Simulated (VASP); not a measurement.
Wanted: the native input for a VASP 6.6.1 run.

| Property | Result |
| --- | --- |
| Task | single point |
| Functional | PBEsol |
| Potentials or basis | VASP PAW PBE potentials, release 64 (Ru_pv, Al) |
| Cutoff | 520 eV |
| k mesh | 9 × 9 × 9 |
| Occupations | fermi-dirac, width 0.05 eV |
| Spin | no spin polarisation |
| Dipole correction | no |
| Further INCAR settings | ALGO = Normal; EDIFF = 1e-06; NBANDS = 16 |

The structure of AlRu lies in POSCAR:

```
AlRu
1.0
    2.9758888317      0.0000000000      0.0000000000
    0.0000000000      2.9758888317      0.0000000000
    0.0000000000      0.0000000000      2.9758888317
Ru Al
1 1
Direct
    0.5000000000      0.5000000000      0.5000000000
    0.0000000000      0.0000000000      0.0000000000
```

These files were run (other wordings do the same):

INCAR

```
SYSTEM = AlRu
ALGO = Normal
EDIFF = 1E-6
ENCUT = 520
GGA = PS
ISIF = 2
ISMEAR = -1
LASPH = .True.
LCHARG = .True.
LELF = .True.
LREAL = .False.
LVHAR = .True.
LWAVE = .False.
NBANDS = 16
NELM = 100
PREC = Accurate
SIGMA = 0.05
```

KPOINTS

```
k-points
0
Gamma
  9 9 9
  0 0 0
```

Potentials or basis: VASP PAW PBE potentials, release 64 (Ru_pv, Al).

Launch:

```sh
$ cat potpaw_PBE.64/Ru_pv/POTCAR potpaw_PBE.64/Al/POTCAR > POTCAR
$ mpirun -np 1 vasp_std > vasp.out
```

It gave:

The pressure is 0.1 GPa.

Caveat: the PAW data sets were made with another functional, which shifts forces and pressure a little.

Run time: 4.4 s on 1 thread of Intel(R) Xeon(R) 6975P-C (Granite Rapids), with other jobs on the host, peak memory 0.14 GiB.
